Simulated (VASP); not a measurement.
Set up this calculation in VASP 6.6.1, as the native input.

```
Task                   : single point
Functional             : PBEsol
Potentials or basis    : VASP PAW PBE potentials, release 64 (W_sv, C_h)
Cutoff                 : 1300 eV
k mesh                 : 18 × 18 × 14
Occupations            : gaussian, width 0.1 eV
Spin                   : no spin polarisation
Dipole correction      : no
Further INCAR settings : ALGO = Normal; EDIFF = 1e-06; NBANDS = 16
```

The structure of WC lies in POSCAR:

```
WC
1.0
    2.8984102022      0.0000000000      0.0000000000
   -1.4492051011      2.5100968657      0.0000000000
    0.0000000000      0.0000000000      2.8277797164
W C
1 1
Direct
    0.0000000000      0.0000000000      0.0000000000
    0.6666666667      0.3333333333      0.5000000000
```

The input as run:

INCAR

```
SYSTEM = WC
  ALGO = Normal
  EDIFF = 1E-6
  ENCUT = 1300
  GGA = PS
  GGA_COMPAT = .False.
  ISIF = 2
  ISMEAR = 0
  LASPH = .True.
  LCHARG = .False.
  LREAL = .False.
  LWAVE = .False.
  NBANDS = 16
  NELM = 120
  PREC = Accurate
  SIGMA = 0.1
```

KPOINTS

```
k-points
0
Gamma
  18 18 14
  0 0 0
```

Potentials or basis: VASP PAW PBE potentials, release 64 (W_sv, C_h).

Command:

```bash
$ cat potpaw_PBE.64/W_sv/POTCAR potpaw_PBE.64/C_h/POTCAR > POTCAR
$ mpirun -np 1 vasp_std > vasp.out
```

Results of the run:

* Pressure: 1.2 GPa
* Band gap on the k mesh: zero (bands 9 and 10 overlap by 1.24 eV)

Caveat: the PAW data sets were made with another functional, which shifts forces and pressure a little; spin-orbit coupling is left out, which moves the levels of the heavy elements.

It took 5 min on 1 thread of Intel(R) Xeon(R) Platinum 8375C CPU @ 2.90GHz (Ice Lake), on a shared host, peak memory 0.51 GiB.
